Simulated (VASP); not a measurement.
# TaAs (P4/mmm) in VASP: single point with PBE

Aim: the single point of TaAs with PBE.

Everything below comes from runs of VASP 6.6.1. Logs are shortened: lines on timing, memory, paths and dates and some standing lists are left out, and cuts for length are marked.

## 1. The cell of the first run

It takes space group P4/mmm (No. 123, tetragonal). The conventional cell has a = 2.820 Å, b = 2.820 Å, c = 5.150 Å, α = 90.00°, β = 90.00°, γ = 90.00°. Within 3.4 Å of Ta (site symmetry 4/mmm) lie 2 As at 2.58 Å and 4 Ta at 2.82 Å. Within 3.4 Å of As (site symmetry 4/mmm) lie 2 Ta at 2.58 Å and 4 As at 2.82 Å.

## 2. Single point, PBE

Contents of POSCAR:

```
TaAs
1.0
    2.8202655622      0.0000000000      0.0000000000
    0.0000000000      2.8202655622      0.0000000000
    0.0000000000      0.0000000000      5.1502981904
Ta As
1 1
Direct
    0.0000000000      0.0000000000      0.0000000000
    0.0000000000      0.0000000000      0.5000000000
```

Contents of INCAR.step1:

```
SYSTEM = TaAs
ALGO = Normal ; EDIFF = 1E-6
ENCUT = 520 ; GGA = PE
ISIF = 2 ; ISMEAR = 0
LASPH = .TRUE. ; LCHARG = .TRUE.
LMAXMIX = 4 ; LREAL = .FALSE.
LWAVE = .FALSE. ; NBANDS = 15
NELM = 60 ; PREC = Accurate
SIGMA = 0.1
```

Contents of KPOINTS.step1:

```
k-points
0
G
  20 20 12
  0 0 0
```

Contents of INCAR.step2:

```
SYSTEM = TaAs
ALGO = Normal ; EDIFF = 1E-6
ENCUT = 520 ; GGA = PE
ICHARG = 11 ; ISIF = 2
ISMEAR = -5 ; LASPH = .TRUE.
LCHARG = .FALSE. ; LMAXMIX = 4
LORBIT = 11 ; LREAL = .FALSE.
LWAVE = .FALSE. ; NEDOS = 1001
NELM = 60 ; PREC = Accurate
SIGMA = 0.1
```

Contents of KPOINTS.step2:

```
k-points
0
G
  30 30 18
  0 0 0
```

Potentials or basis: VASP PAW PBE potentials, release 64 (Ta_pv, As).

Started as:

```bash
$ cat potpaw_PBE.64/Ta_pv/POTCAR potpaw_PBE.64/As/POTCAR > POTCAR
$ cp INCAR.step1 INCAR
$ cp KPOINTS.step1 KPOINTS
$ mpirun -np 1 vasp_std > vasp.out
$ cp INCAR.step2 INCAR
$ cp KPOINTS.step2 KPOINTS
$ mpirun -np 1 vasp_std > vasp.out
```

OUTCAR:

```text
SYSTEM = TaAs
   EDIFF = 1E-6
   ENCUT = 520
   GGA = PE
   ICHARG = 11
   ISIF = 2
   ISMEAR = -5
   LASPH = .TRUE.
   LORBIT = 11
   LREAL = .FALSE.
   NELM = 60
   PREC = Accurate

 ion  position               nearest neighbor table
   1  0.000  0.000  0.000-   2 2.58   2 2.58
   2  0.000  0.000  0.500-   1 2.58   1 2.58

  LATTYP: Found a simple tetragonal cell.
 ALAT       =     2.8202655622
 C/A-ratio  =     1.8261749033

  Lattice vectors:

 A1 = (   2.8202655622,   0.0000000000,   0.0000000000)
 A2 = (   0.0000000000,   2.8202655622,   0.0000000000)
 A3 = (   0.0000000000,   0.0000000000,   5.1502981904)

Analysis of symmetry for initial positions (statically):
=====================================================================
 Subroutine PRICEL returns:
 Original cell was already a primitive cell.

 Routine SETGRP: Setting up the symmetry group for a
 simple tetragonal supercell.

 Subroutine GETGRP returns: Found 16 space group operations
 (whereof 16 operations were pure point group operations)
 out of a pool of 16 trial point group operations.

The static configuration has the point symmetry D_4h.

Analysis of symmetry for dynamics (positions and initial velocities):
=====================================================================
 Subroutine PRICEL returns:
 Original cell was already a primitive cell.

 Routine SETGRP: Setting up the symmetry group for a
 simple tetragonal supercell.

 Subroutine GETGRP returns: Found 16 space group operations
 (whereof 16 operations were pure point group operations)
 out of a pool of 16 trial point group operations.

The dynamic configuration has the point symmetry D_4h.

 Subroutine INISYM returns: Found 16 space group operations
 (whereof 16 operations are pure point group operations),
 and found     1 'primitive' translations

----------------------------------------------------------------------------------------

                                     Primitive cell

  volume of cell :      40.9649

  direct lattice vectors                    reciprocal lattice vectors
     2.820265562  0.000000000  0.000000000     0.354576538  0.000000000  0.000000000
     0.000000000  2.820265562  0.000000000     0.000000000  0.354576538  0.000000000
     0.000000000  0.000000000  5.150298190     0.000000000  0.000000000  0.194163515

  length of vectors
     2.820265562  2.820265562  5.150298190     0.354576538  0.354576538  0.194163515

  position of ions in fractional coordinates (direct lattice)
     0.000000000  0.000000000  0.000000000
     0.000000000  0.000000000  0.500000000

  ion indices of the primitive-cell ions
   primitive index   ion index
                 1           1
                 2           2

----------------------------------------------------------------------------------------

 KPOINTS: k-points

Automatic generation of k-mesh.
 Grid dimensions read from file:
 generate k-points for:   30   30   18

 Generating k-lattice:

  Cartesian coordinates                     Fractional coordinates (reciprocal lattice)
     0.011819218  0.000000000  0.000000000     0.033333333  0.000000000  0.000000000
     0.000000000  0.011819218  0.000000000     0.000000000  0.033333333  0.000000000
     0.000000000  0.000000000  0.010786862     0.000000000  0.000000000  0.055555556

  Length of vectors
     0.011819218  0.011819218  0.010786862

  Shift w.r.t. Gamma in fractional coordinates (k-lattice)
     0.000000000  0.000000000  0.000000000

 TETIRR: Found  24300 inequivalent tetrahedra from    97200

 Subroutine IBZKPT returns following result:
 ===========================================

 Found   1360 irreducible k-points:

 Following reciprocal coordinates:
            Coordinates               Weight
  0.000000  0.000000  0.000000      1.000000
  0.033333  0.000000  0.000000      4.000000
  0.066667  0.000000  0.000000      4.000000
  0.100000  0.000000  0.000000      4.000000
  0.133333  0.000000  0.000000      4.000000
  0.166667  0.000000  0.000000      4.000000
[... 16 lines left out ...]
  0.233333  0.033333  0.000000      8.000000
  0.266667  0.033333  0.000000      8.000000
 [... further k-points ...]
   k-points           NKPTS =   1360   k-points in BZ     NKDIM =   1360   number of bands    NBANDS=     12
   number of dos      NEDOS =   1001   number of ions     NIONS =      2
   total plane-waves  NPLWV =  23040
   dimension x,y,z NGX =    24 NGY =   24 NGZ =   40
   dimension x,y,z NGXF=    48 NGYF=   48 NGZF=   80
   ions per type =               1   1
   NGX,Y,Z   is equivalent  to a cutoff of  14.15, 14.15, 12.91 a.u.
   NGXF,Y,Z  is equivalent  to a cutoff of  28.29, 28.29, 25.82 a.u.
 SYSTEM =  TaAs
   PREC   = accura    normal or accurate (medium, high low for compatibility)
   ISTART =      0    job   : 0-new  1-cont  2-samecut
   ICHARG =     11    charge: 1-file 2-atom 10-const
   ISPIN  =      1    spin polarized calculation?
   LNONCOLLINEAR =      F non collinear calculations
   LSORBIT =      F    spin-orbit coupling
   LASPH  =      T    aspherical Exc in radial PAW
   ENCUT  =  520.0 eV  38.22 Ry    6.18 a.u.   5.24  5.24  9.58*2*pi/ulx,y,z
   NELM   =     60;   NELMIN=  2; NELMDL=  0     # of ELM steps
   EDIFF  = 0.1E-05   stopping-criterion for ELM
   LREAL  =      F    real-space projection
   EDIFFG = 0.1E-04   stopping-criterion for IOM
   NSW    =      0    number of steps for IOM
   IBRION =     -1    ionic relax: 0-MD 1-quasi-New 2-CG
   NFREE  =      0    steps in history (QN), initial steepest desc. (CG)
   ISIF   =      2    stress and relaxation
   ISYM   =      2    0-nonsym 1-usesym 2-fastsym
   POTIM  = 0.5000    time-step for ionic-motion
   TEBEG  =    0.0;   TEEND  =   0.0 temperature during run
   PSTRESS=    0.0 pullay stress
   NELECT =      16.0000    total number of electrons
   NUPDOWN=      -1.0000    fix difference up-down
   EMIN   =  10.00;   EMAX   =-10.00  energy-range for DOS
   EFERMI =   0.00;   METHOD = LEGACY
   ISMEAR =    -5;   SIGMA  =   0.10  broadening in eV -4-tet -1-fermi 0-gaus
   EFERMI_NEDOS =   21; number of points for ismear=-14 and -15
   IALGO  =     38    algorithm
   IMIX   =      4    mixing-type and parameters
     AMIX     =   0.40;   BMIX     =  1.00
     AMIX_MAG =   1.60;   BMIX_MAG =  1.00
  volume/ion in A,a.u.               =      20.48       138.22
  Fermi-wavevector in a.u.,A,eV,Ry     =   1.196678  2.261394 19.484068  1.432039
  Thomas-Fermi vector in A             =   2.332612
   LORBIT       =     11    0 simple, 1 ext, 2 COOP (PROOUT), +10 PAW based schemes
   GGA     = PE    functional components
   LHFCALC =     F    Hartree Fock is set to
   AEXX    =    0.0000 exact exchange contribution
   IVDW    =     0    specifies the selected vdW correction
   LEPSILON=     F    determine dielectric tensor
   LRPA    =     F    only Hartree local field effects (RPA)
 non-spin polarized calculation
 Fermi weights with tetrahedron method with Bloechl corrections
  energy-cutoff  :      520.00
  volume of cell :       40.96
 maximum number of plane-waves:      1128
 NGX is ok and might be reduce to    24

 number of electron      16.0000002 magnetization

 Free energy of the ion-electron system (eV)
  ---------------------------------------------------
  ext. energy  EPLUGINS =         0.00000000
  ---------------------------------------------------
  free energy    TOTEN  =       -15.38306417 eV

  energy without entropy =      -15.38306417  energy(sigma->0) =      -15.38306417

 E-fermi :   5.3147     XC(G=0): -11.0849

 val. band max:        5.3846219678   @ k =   0.3000   0.2333   0.1667
 cond. band min:       5.2610471782   @ k =   0.2333   0.2333   0.0000
 fundamental gap:     -0.1235747895
 Fermi energy:         5.3146607921

 k-point     1 :       0.0000    0.0000    0.0000
  band No.  band energies     occupation
      1     -29.4068      2.00000
      2     -28.6986      2.00000
      3     -28.6986      2.00000
      4      -8.3470      2.00000
      5       0.3910      2.00000
      6       1.1219      2.00000
      7       3.0159      2.00000
      8       6.6296      0.00000
      9       8.2778      0.00000
     10       8.2778      0.00000
     11       9.2720      0.00000
     12       9.2720      0.00000

 k-point     2 :       0.0333    0.0000    0.0000
  band No.  band energies     occupation
      1     -29.4057      2.00000
      2     -28.7089      2.00000
      3     -28.6977      2.00000
      4      -8.3288      2.00000
      5       0.4259      2.00000
      6       1.1337      2.00000
      7       3.0397      2.00000
      8       6.6268      0.00000
      9       8.2044      0.00000
     10       8.2837      0.00000
     11       9.0740      0.00000
     12       9.2840      0.00000

 k-point     3 :       0.0667    0.0000    0.0000
  band No.  band energies     occupation
      1     -29.4025      2.00000
      2     -28.7394      2.00000
      3     -28.6952      2.00000
      4      -8.2742      2.00000
      5       0.5283      2.00000
      6       1.1688      2.00000
      7       3.1107      2.00000
      8       6.6094      0.00000
      9       7.9967      0.00000
     10       8.3015      0.00000
     11       8.5755      0.00000
     12       9.3180      0.00000
[... 286 lines left out ...]
 k-point    23 :       0.2333    0.0333    0.0000
  band No.  band energies     occupation
      1     -29.3606      2.00000
      2     -29.1088      2.00000
      3     -28.6736      2.00000
      4      -7.4727      2.00000
      5       1.6756      2.00000
      6       1.7077      2.00000
      7       3.3937      2.00000
      8       5.1930      2.07848
      9       6.0355      0.00000
     10       7.3645      0.00000
     11       8.4656      0.00000
     12       8.8201      0.00000

 k-point    24 :       0.2667    0.0333    0.0000
  band No.  band energies     occupation
      1     -29.3500      2.00000
      2     -29.2014      2.00000
      3     -28.6653      2.00000
      4      -7.2288      2.00000
      5       1.8274      2.00000
      6       1.9312      2.00000
      7       2.8784      2.00000
      8       5.4316      0.12911
      9       5.6215      0.00000
     10       7.4556      0.00000
     11       8.5293      0.00000
     12       8.5466      0.00000

 [... further k-points ...]

------------------------ aborting loop because EDIFF is reached ----------------------------------------

  FORCE on cell =-STRESS in cart. coord.  units (eV):
  Direction    XX          YY          ZZ          XY          YZ          ZX
  --------------------------------------------------------------------------------------
  -------------------------------------------------------------------------------------
  Total       -0.0486656     -0.0486656      0.1729203      0.0000000     -0.0000000     -0.0000000
  in kB       -1.9033552     -1.9033552      6.7630731      0.0000000     -0.0000000     -0.0000000
  external PRESSURE =       0.9854542 kB  Pullay stress =       0.0000000 kB

 VOLUME and BASIS-vectors are now :
 -----------------------------------------------------------------------------
  energy-cutoff  :      520.00
  volume of cell :       40.96
      direct lattice vectors                 reciprocal lattice vectors
     2.820265562  0.000000000  0.000000000     0.354576538  0.000000000  0.000000000
     0.000000000  2.820265562  0.000000000     0.000000000  0.354576538  0.000000000
     0.000000000  0.000000000  5.150298190     0.000000000  0.000000000  0.194163515

 POSITION                                       TOTAL-FORCE (eV/Angst)
 -----------------------------------------------------------------------------------
      0.00000      0.00000      0.00000         0.000000      0.000000      0.000000
      0.00000      0.00000      2.57515         0.000000      0.000000      0.000000
 -----------------------------------------------------------------------------------
    total drift:                                0.000000     -0.000000      0.000000

  FREE ENERGIE OF THE ION-ELECTRON SYSTEM (eV)
  ---------------------------------------------------
  free  energy   TOTEN  =       -15.3830641675 eV

  energy  without entropy=      -15.3830641675  energy(sigma->0) =      -15.38306417

 total charge

# of ion       s       p       d       tot
------------------------------------------
    1        0.369   6.111   2.377   8.857
    2        1.286   1.409   0.055   2.749
--------------------------------------------------
tot          1.655   7.519   2.432  11.606
```

Run time: 5.1 min. Hardware: 1 thread of Intel Xeon Platinum 8488C (Sapphire Rapids), shared host; peak memory 0.88 GiB.

What came out:

```
Valence electrons inside the program's atomic spheres : Ta 8.86; As 2.75
```

Caveat: spin-orbit coupling is left out, which moves the levels of the heavy elements.
